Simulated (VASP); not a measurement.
## C: single point with r2SCAN

C:

```
C
1.0
     1.22803    0.70900    3.34701
    -1.22803    0.70900    3.34701
     0.00000   -1.41800    3.34701
C
2
Direct
  0.08257 0.24543 0.16400
  0.83600 0.83600 0.83600
```

This cell differs from its parent crystal: atom 1 (C) moved by (-0.200, +0.000) A along x and y.

- Program: VASP 6.6.1
- Task: single point
- Functional: r2SCAN
- Potentials or basis: VASP PAW PBE potentials, release 64 (C)
- Cutoff: 520 eV
- k mesh: 12 × 12 × 12
- Occupations: gaussian, width 0.05 eV
- Spin: no spin polarisation

| Quantity | Value |
| --- | --- |
| Pressure | 19.3 GPa |
| Largest force | 11.125 eV/Å |
| Band gap on the k mesh | zero (bands 4 and 5 overlap by 0.82 eV) |

Forces on the atoms (eV/Å):
```
C    10.763  -2.736   0.662
C   -10.763   2.736  -0.662
```

Stress tensor (GPa, compression positive):
```
 32.86 -25.42  -5.56
-25.42  24.33   1.56
 -5.56   1.56   0.83
```

Levels at points of the mesh, in eV from the Fermi level:
```
           k point  band 1  band 2  band 3  band 4  band 5  band 6  band 7  band 8  band 9
(0.00, 0.00, 0.00)  -20.90   -7.00   -5.93    0.41    4.59    4.97   11.93   12.88   14.59
(0.50, 0.00, 0.00)  -15.97  -12.61   -7.85   -3.25    4.27    7.19   12.91   13.48   18.18
(0.00, 0.50, 0.00)  -15.57  -14.53   -5.47   -0.52    0.06    8.20   12.21   13.17   20.15
(0.00, 0.00, 0.50)  -15.76  -13.87   -5.86   -2.26    2.34    6.18   12.98   13.03   19.47
(0.50, 0.50, 0.00)  -15.66  -13.79   -5.89   -3.07    1.78    5.89   13.85   16.12   20.02
(0.50, 0.00, 0.50)  -15.50  -14.42   -5.54   -1.52   -0.40    7.81   14.08   15.71   20.24
(0.00, 0.50, 0.50)  -15.86  -12.51   -7.89   -3.99    3.65    6.81   13.37   16.33   18.52
(0.50, 0.50, 0.50)  -20.60   -9.01   -5.93    0.41    4.94   11.10   11.85   12.93   14.42
```

Wall time 6.6 min on 1 thread of Intel(R) Xeon(R) 6975P-C (Granite Rapids), with other jobs on the host, peak memory 0.25 GiB.

Caveat: the cell differs from its parent crystal (atom 1 (C) moved by (-0.200, +0.000) A along x and y); the cell stands under pressure; the PAW data sets were made with another functional, which shifts forces and pressure a little.
